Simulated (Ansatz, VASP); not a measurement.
MgBe2Te3 in VASP and in Ansatz

```
Mg Be Te
1.0
     8.01538    0.00000    0.00000
    -4.00769    6.94152    0.00000
     0.00000    0.00000    3.31812
Mg Be Te
1 2 3
Direct
  0.00000 0.00000 0.50000
  0.33333 0.66667 0.00000
  0.66667 0.33333 0.00000
  0.50000 0.00000 0.00000
  0.00000 0.50000 0.00000
  0.50000 0.50000 0.00000
```

Alike in both runs: functional PBE; k mesh 3 × 3 × 6; occupations gaussian, width 0.1 eV; no spin polarisation.

Ansatz relaxed the structure, and its values are those at the end. VASP's run is a single point on that final structure, the one shown.

|  | VASP | Ansatz |
| --- | --- | --- |
| version | VASP 6.6.1 | Ansatz 0.2.0 |
| potentials or method | VASP PAW PBE potentials, release 64 (Mg, Be, Te), cutoff 520 eV | scalar-relativistic, plane waves, PAW |
| valence electrons in the cell | 24 | 62 |

```tsv
	VASP	Ansatz	Ansatz less VASP
gap on the k mesh at the Fermi level (eV)	none	none	-
pressure (GPa)	-0.2	-0.3	-0.07
```

A gap of «none» marks a metal or a gap that the smearing closes. The functional is the same, so the differences come from potentials, cutoffs and numerics. VASP's potentials hold 24 valence electrons a cell and Ansatz's 62, so a difference there can come from the potentials and not from the codes.

Neither program's run includes spin-orbit coupling.
